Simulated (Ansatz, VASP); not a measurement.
Two plane-wave programs on BAs

File INCAR:

```
ALGO = Normal
EDIFF = 1E-7
ENCUT = 520
GGA = PS
ISIF = 2
ISMEAR = 0
LASPH = T
LCHARG = T
LELF = T
LREAL = F
LVHAR = T
LWAVE = F
NBANDS = 11
NELM = 80
PREC = Accurate
SIGMA = 0.01
```

KPOINTS

```
k-points
0
Gamma
  6 6 6
```

POSCAR

```
BAs
1.0
    0.0000000000      2.4095451372      2.4095451372
    2.4095451372      0.0000000000      2.4095451372
    2.4095451372      2.4095451372      0.0000000000
B As
1 1
Direct
    0.0000000000      0.0000000000      0.0000000000
    0.2500000000      0.2500000000      0.2500000000
```

Input for Ansatz:

```yaml
crystal:
  lattice:
    - [0.0, 2.4095451372379086, 2.4095451372379086]
    - [2.4095451372379086, 0.0, 2.4095451372379086]
    - [2.4095451372379086, 2.4095451372379086, 0.0]
  atoms:
    - { symbol: B, position: [0.0, 0.0, 0.0] }
    - { symbol: As, position: [0.25, 0.25, 0.25] }
basis:
  ecutwfc: 450.0
kpoints:
  mp_grid:
    grid: [6, 6, 6]
hamiltonian:
  xc: pbesol
  pseudopotentials:
    kind: paw
scf:
  occupations:
    method: fixed
output:
  stress: true
```

Alike in both runs: task single point; functional PBEsol; k mesh 6 × 6 × 6; no spin polarisation.

|  | VASP | Ansatz |
| --- | --- | --- |
| version | VASP 6.6.1 | Ansatz 0.2.0 |
| potentials or method | VASP PAW PBE potentials, release 64 (B, As), cutoff 520 eV | plane waves, PAW |
| occupations | gaussian, width 0.01 eV | fixed |
| valence electrons in the cell | 8 | 18 |

|  | VASP | Ansatz | Ansatz less VASP |
| --- | --- | --- | --- |
| pressure (GPa) | -3.4 | -4.2 | -0.76 |

VASP's potentials were made for PBE, not for PBEsol. VASP's potentials hold 8 valence electrons a cell and Ansatz's 18, so a difference there can come from the potentials and not from the codes.
